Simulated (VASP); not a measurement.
Input of a VASP 6.6.1 run:

The input INCAR:

```
SYSTEM = NaCl
ALGO = Normal
EDIFF = 1E-8
ENCUT = 520
ISIF = 2
ISMEAR = 0
LASPH = .True.
LCALCEPS = .True.
LCHARG = .False.
LMIXTAU = .True.
LREAL = .False.
LWAVE = .False.
METAGGA = R2SCAN
NELM = 100
PREC = Accurate
SIGMA = 0.01
```

File KPOINTS:

```
k-points
0
Gamma
  6 6 6
  0 0 0
```

Contents of POSCAR:

```
NaCl
1.0
    0.0000000000      2.7466448489      2.7466448489
    2.7466448489      0.0000000000      2.7466448489
    2.7466448489      2.7466448489      0.0000000000
Na Cl
1 1
Direct
    0.0000000000      0.0000000000      0.0000000000
    0.5000000000      0.5000000000      0.5000000000
```

Potentials or basis: VASP PAW PBE potentials, release 64 (Na_pv, Cl).

Command:

```sh
$ cat potpaw_PBE.64/Na_pv/POTCAR potpaw_PBE.64/Cl/POTCAR > POTCAR
$ mpirun -np 1 vasp_std > vasp.out
```

Estimate the electronic dielectric tensor (diagonal).

2.46.

Predict the Born charges (mean of the diagonal).

Na +1.04; Cl -1.04 e.

Estimate the band gap on the k mesh.

6.27 eV.

Born effective charge tensors (e):
atom 1, Na
```
1.04 0.00 0.00
0.00 1.04 0.00
0.00 0.00 1.04
```
atom 2, Cl
```
-1.04  0.00  0.00
 0.00 -1.04  0.00
 0.00  0.00 -1.04
```

Caveat: the cell differs from its parent crystal (strain -2.0%).
